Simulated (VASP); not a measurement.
# Na (P6_3/mmc) in VASP: further runs

Na is run at these levels: PBE; tasks: single point.

All numbers are computed with VASP 6.6.1; they aren't measurements. Logs are shortened: lines on timing, memory, paths and dates and some standing lists are left out, and cuts for length are marked.

## (1) The cell of the first run

The structure is hexagonal, space group P6_3/mmc (No. 194). Conventional cell: a = 3.579 Å, b = 3.579 Å, c = 6.000 Å, α = 90.00°, β = 90.00°, γ = 120.00°. Within 4.7 Å of Na (site symmetry -6m2) lie 12 Na at 3.58 to 3.64 Å.

This isn't the form of Na at room conditions, which is bcc.

## (2) Single point, PBE (strain -0.050 along x and y, -0.025 along z)

The input, INCAR:

```
SYSTEM = Na
PREC     = Accurate       ! precision mode
ENCUT    = 520            ! plane-wave cutoff, eV
EDIFF    = 1E-6           ! SCF threshold, eV
ISMEAR   = 0              ! smearing method
SIGMA    = 0.15           ! smearing width, eV
LREAL    = .False.        ! projectors in reciprocal space
LASPH    = .True.         ! aspherical terms in the spheres
NELM     = 80             ! most SCF steps
ALGO     = Normal         ! electronic algorithm
ISIF     = 2              ! what is computed and relaxed
LWAVE    = .False.        ! write WAVECAR
LCHARG   = .True.         ! write CHGCAR
GGA      = PE             ! functional
LELF     = .True.         ! ELF
LVHAR    = .True.       
NBANDS   = 14             ! bands
```

The input, KPOINTS:

```
Automatic mesh
0
Gamma
  15 15 8
  0 0 0
```

The input, POSCAR:

```
Na
1.0
    3.5786509477      0.0000000000      0.0000000000
   -1.7893254739      3.0992026320      0.0000000000
    0.0000000000      0.0000000000      6.0001500000
Na
2
Direct
    0.3333333333      0.6666666667      0.2500000000
    0.6666666667      0.3333333333      0.7500000000
```

Potentials or basis: VASP PAW PBE potentials, release 64 (Na_pv).

Started as:

```
$ cat potpaw_PBE.64/Na_pv/POTCAR > POTCAR
$ mpirun -np 1 vasp_std > vasp.out
```

OUTCAR:

```text
SYSTEM = Na
   PREC = Accurate
   ENCUT = 520
   EDIFF = 1E-6
   ISMEAR = 0
   LREAL = .False.
   LASPH = .True.
   NELM = 80
   ISIF = 2
   GGA = PE

 ion  position               nearest neighbor table
   1  0.333  0.667  0.250-
   2  0.667  0.333  0.750-

  LATTYP: Found a hexagonal cell.
 ALAT       =     3.5786509477
 C/A-ratio  =     1.6766513660

  Lattice vectors:

 A1 = (   3.5786509477,   0.0000000000,   0.0000000000)
 A2 = (  -1.7893254739,   3.0992026320,   0.0000000000)
 A3 = (   0.0000000000,   0.0000000000,   6.0001500000)

Analysis of symmetry for initial positions (statically):
=====================================================================
 Subroutine PRICEL returns:
 Original cell was already a primitive cell.

 Routine SETGRP: Setting up the symmetry group for a
 hexagonal supercell.

 Subroutine GETGRP returns: Found 24 space group operations
 (whereof 12 operations were pure point group operations)
 out of a pool of 24 trial point group operations.

The static configuration has the point symmetry D_3d.
 The point group associated with its full space group is D_6h.

Analysis of symmetry for dynamics (positions and initial velocities):
=====================================================================
 Subroutine PRICEL returns:
 Original cell was already a primitive cell.

 Routine SETGRP: Setting up the symmetry group for a
 hexagonal supercell.

 Subroutine GETGRP returns: Found 24 space group operations
 (whereof 12 operations were pure point group operations)
 out of a pool of 24 trial point group operations.

The dynamic configuration has the point symmetry D_3d.
 The point group associated with its full space group is D_6h.

 Subroutine INISYM returns: Found 24 space group operations
 (whereof 12 operations are pure point group operations),
 and found     1 'primitive' translations

----------------------------------------------------------------------------------------

                                     Primitive cell

  volume of cell :      66.5475

  direct lattice vectors                    reciprocal lattice vectors
     3.578650948  0.000000000  0.000000000     0.279434908  0.161331820  0.000000000
    -1.789325474  3.099202632  0.000000000     0.000000000  0.322663639  0.000000000
     0.000000000  0.000000000  6.000150000     0.000000000  0.000000000  0.166662500

  length of vectors
     3.578650948  3.578650948  6.000150000     0.322663639  0.322663639  0.166662500

  position of ions in fractional coordinates (direct lattice)
     0.333333333  0.666666667  0.250000000
     0.666666667  0.333333333  0.750000000

  ion indices of the primitive-cell ions
   primitive index   ion index
                 1           1
                 2           2

----------------------------------------------------------------------------------------

 KPOINTS: Automatic mesh

Automatic generation of k-mesh.
 Grid dimensions read from file:
 generate k-points for:   15   15    8

 Generating k-lattice:

  Cartesian coordinates                     Fractional coordinates (reciprocal lattice)
     0.018628994  0.010755455  0.000000000     0.066666667  0.000000000  0.000000000
     0.000000000  0.021510909  0.000000000     0.000000000  0.066666667  0.000000000
     0.000000000  0.000000000  0.020832813     0.000000000  0.000000000  0.125000000

  Length of vectors
     0.021510909  0.021510909  0.020832813

  Shift w.r.t. Gamma in fractional coordinates (k-lattice)
     0.000000000  0.000000000  0.000000000

 Subroutine IBZKPT returns following result:
 ===========================================

 Found    135 irreducible k-points:

 Following reciprocal coordinates:
            Coordinates               Weight
  0.000000  0.000000  0.000000      1.000000
  0.066667 -0.000000  0.000000      6.000000
  0.133333 -0.000000  0.000000      6.000000
  0.200000 -0.000000  0.000000      6.000000
  0.266667 -0.000000  0.000000      6.000000
  0.333333  0.000000  0.000000      6.000000
[... 16 lines left out ...]
  0.333333  0.200000  0.000000     12.000000
  0.400000  0.200000  0.000000      6.000000
 [... further k-points ...]
   k-points           NKPTS =    135   k-points in BZ     NKDIM =    135   number of bands    NBANDS=     14
   number of dos      NEDOS =    301   number of ions     NIONS =      2
   total plane-waves  NPLWV =  37632
   dimension x,y,z NGX =    28 NGY =   28 NGZ =   48
   dimension x,y,z NGXF=    56 NGYF=   56 NGZF=   96
   ions per type =               2
   NGX,Y,Z   is equivalent  to a cutoff of  13.01, 13.01, 13.30 a.u.
   NGXF,Y,Z  is equivalent  to a cutoff of  26.01, 26.01, 26.60 a.u.
 SYSTEM =  Na
   PREC   = accura    normal or accurate (medium, high low for compatibility)
   ISTART =      0    job   : 0-new  1-cont  2-samecut
   ICHARG =      2    charge: 1-file 2-atom 10-const
   ISPIN  =      1    spin polarized calculation?
   LNONCOLLINEAR =      F non collinear calculations
   LSORBIT =      F    spin-orbit coupling
   LASPH  =      T    aspherical Exc in radial PAW
   ENCUT  =  520.0 eV  38.22 Ry    6.18 a.u.   6.65  6.65 11.16*2*pi/ulx,y,z
   NELM   =     80;   NELMIN=  2; NELMDL= -5     # of ELM steps
   EDIFF  = 0.1E-05   stopping-criterion for ELM
   LREAL  =      F    real-space projection
   EDIFFG = 0.1E-04   stopping-criterion for IOM
   NSW    =      0    number of steps for IOM
   IBRION =     -1    ionic relax: 0-MD 1-quasi-New 2-CG
   NFREE  =      0    steps in history (QN), initial steepest desc. (CG)
   ISIF   =      2    stress and relaxation
   ISYM   =      2    0-nonsym 1-usesym 2-fastsym
   POTIM  = 0.5000    time-step for ionic-motion
   TEBEG  =    0.0;   TEEND  =   0.0 temperature during run
   PSTRESS=    0.0 pullay stress
   NELECT =      14.0000    total number of electrons
   NUPDOWN=      -1.0000    fix difference up-down
   EMIN   =  10.00;   EMAX   =-10.00  energy-range for DOS
   EFERMI =   0.00;   METHOD = LEGACY
   ISMEAR =     0;   SIGMA  =   0.15  broadening in eV -4-tet -1-fermi 0-gaus
   EFERMI_NEDOS =   21; number of points for ismear=-14 and -15
   IALGO  =     38    algorithm
   IMIX   =      4    mixing-type and parameters
     AMIX     =   0.40;   BMIX     =  1.00
     AMIX_MAG =   1.60;   BMIX_MAG =  1.00
  volume/ion in A,a.u.               =      33.27       224.54
  Fermi-wavevector in a.u.,A,eV,Ry     =   0.973659  1.839949 12.898493  0.948013
  Thomas-Fermi vector in A             =   2.104057
   LORBIT       =      0    0 simple, 1 ext, 2 COOP (PROOUT), +10 PAW based schemes
   GGA     = PE    functional components
   LHFCALC =     F    Hartree Fock is set to
   AEXX    =    0.0000 exact exchange contribution
   IVDW    =     0    specifies the selected vdW correction
   LEPSILON=     F    determine dielectric tensor
   LRPA    =     F    only Hartree local field effects (RPA)
 non-spin polarized calculation
 Gauss-broadening in eV      SIGMA  =   0.15
  energy-cutoff  :      520.00
  volume of cell :       66.55
 maximum number of plane-waves:      1828
 NGX is ok and might be reduce to    28
   NGX = 13   NGY = 13   NGZ = 23

 number of electron      13.9999996 magnetization

 Free energy of the ion-electron system (eV)
  ---------------------------------------------------
  ext. energy  EPLUGINS =         0.00000000
  ---------------------------------------------------
  free energy    TOTEN  =        -2.60301008 eV

  energy without entropy =       -2.59161553  energy(sigma->0) =       -2.59731280

 E-fermi :   0.6785     XC(G=0):  -6.7904

 val. band max:        0.6584719419   @ k =   0.2000   0.2000   0.3750
 cond. band min:       0.6940493754   @ k =   0.4000  -0.0000   0.5000
 fundamental gap:      0.0355774335
 Fermi energy:         0.6785298481

 k-point     1 :       0.0000    0.0000    0.0000
  band No.  band energies     occupation
      1     -24.2116      2.00000
      2     -24.1703      2.00000
      3     -24.1703      2.00000
      4     -24.1643      2.00000
      5     -24.1643      2.00000
      6     -24.1636      2.00000
      7      -2.8553      2.00000
      8       1.0969      0.00008
      9       1.5699      0.00000
     10      11.4890      0.00000
     11      11.4890      0.00000
     12      11.6788      0.00000
     13      12.0202      0.00000
     14      12.0202      0.00000

 k-point     2 :       0.0667   -0.0000    0.0000
  band No.  band energies     occupation
      1     -24.2109      2.00000
      2     -24.1721      2.00000
      3     -24.1709      2.00000
      4     -24.1662      2.00000
      5     -24.1646      2.00000
      6     -24.1638      2.00000
      7      -2.7829      2.00000
      8       1.1600      0.00001
      9       1.6403      0.00000
     10      10.1162      0.00000
     11      10.9346      0.00000
     12      11.3584      0.00000
     13      12.2801      0.00000
     14      12.6317      0.00000

 k-point     3 :       0.1333   -0.0000    0.0000
  band No.  band energies     occupation
      1     -24.2087      2.00000
      2     -24.1773      2.00000
      3     -24.1724      2.00000
      4     -24.1715      2.00000
      5     -24.1656      2.00000
      6     -24.1645      2.00000
      7      -2.5666      2.00000
      8       1.3492      0.00000
      9       1.8493      0.00000
     10       8.4884      0.00000
     11      10.2758      0.00000
     12      10.4728      0.00000
     13      11.9568      0.00000
     14      12.3264      0.00000
[... 324 lines left out ...]
 k-point    23 :       0.3333    0.2000    0.0000
  band No.  band energies     occupation
      1     -24.2073      2.00000
      2     -24.2014      2.00000
      3     -24.1893      2.00000
      4     -24.1877      2.00000
      5     -24.1811      2.00000
      6     -24.1749      2.00000
      7       0.5594      1.73854
      8       2.5195      0.00000
      9       4.1915      0.00000
     10       4.2180      0.00000
     11       5.3970      0.00000
     12       6.1567      0.00000
     13       7.5446      0.00000
     14       8.1027      0.00000

 k-point    24 :       0.4000    0.2000    0.0000
  band No.  band energies     occupation
      1     -24.2086      2.00000
      2     -24.2015      2.00000
      3     -24.1908      2.00000
      4     -24.1859      2.00000
      5     -24.1819      2.00000
      6     -24.1763      2.00000
      7       1.3902      0.00000
      8       1.5981      0.00000
      9       4.2320      0.00000
     10       5.0740      0.00000
     11       5.1683      0.00000
     12       5.6418      0.00000
     13       7.0740      0.00000
     14       8.0374      0.00000

 [... further k-points ...]

------------------------ aborting loop because EDIFF is reached ----------------------------------------

  FORCE on cell =-STRESS in cart. coord.  units (eV):
  Direction    XX          YY          ZZ          XY          YZ          ZX
  --------------------------------------------------------------------------------------
  -------------------------------------------------------------------------------------
  Total        0.4711133      0.4711133      0.3124126     -0.0000000      0.0000000      0.0000000
  in kB       11.3423876     11.3423876      7.5215553     -0.0000000      0.0000000      0.0000000
  external PRESSURE =      10.0687768 kB  Pullay stress =       0.0000000 kB

 VOLUME and BASIS-vectors are now :
 -----------------------------------------------------------------------------
  energy-cutoff  :      520.00
  volume of cell :       66.55
      direct lattice vectors                 reciprocal lattice vectors
     3.578650948  0.000000000  0.000000000     0.279434908  0.161331820  0.000000000
    -1.789325474  3.099202632  0.000000000     0.000000000  0.322663639  0.000000000
     0.000000000  0.000000000  6.000150000     0.000000000  0.000000000  0.166662500

 POSITION                                       TOTAL-FORCE (eV/Angst)
 -----------------------------------------------------------------------------------
     -0.00000      2.06614      1.50004         0.000000      0.000000      0.000000
      1.78933      1.03307      4.50011        -0.000000      0.000000     -0.000000
 -----------------------------------------------------------------------------------
    total drift:                               -0.000000      0.000000      0.000000

  FREE ENERGIE OF THE ION-ELECTRON SYSTEM (eV)
  ---------------------------------------------------
  free  energy   TOTEN  =        -2.6030100795 eV

  energy  without entropy=       -2.5916155264  energy(sigma->0) =       -2.59731280
```

It took 25 s on 1 thread of Intel Xeon 6975P-C (Granite Rapids), shared host; peak memory 0.23 GiB.

What came out:

```yaml
Free_energy: -2.6030 eV
Pressure: 1.0 GPa
Band_gap_on_the_k_mesh: zero (bands 7 and 8 overlap by 4.70 eV)
```

Stress tensor (GPa, compression positive):
```
1.13 0.00 0.00
0.00 1.13 0.00
0.00 0.00 0.75
```

Levels at points of the mesh, in eV from the Fermi level:
| k point | band 3 | band 4 | band 5 | band 6 | band 7 | band 8 | band 9 | band 10 | band 11 | band 12 |
| --- | --- | --- | --- | --- | --- | --- | --- | --- | --- | --- |
| (0.00, 0.00, 0.00) | -24.85 | -24.84 | -24.84 | -24.84 | -3.53 | 0.42 | 0.89 | 10.81 | 10.81 | 11.00 |
| (0.00, 0.00, 0.50) | -24.85 | -24.85 | -24.85 | -24.85 | -2.46 | -2.46 | 5.57 | 5.57 | 11.39 | 11.39 |

Caveat: the cell differs from its parent crystal (strain -0.050 along x and y, -0.025 along z).

[end of part 1 of 2]
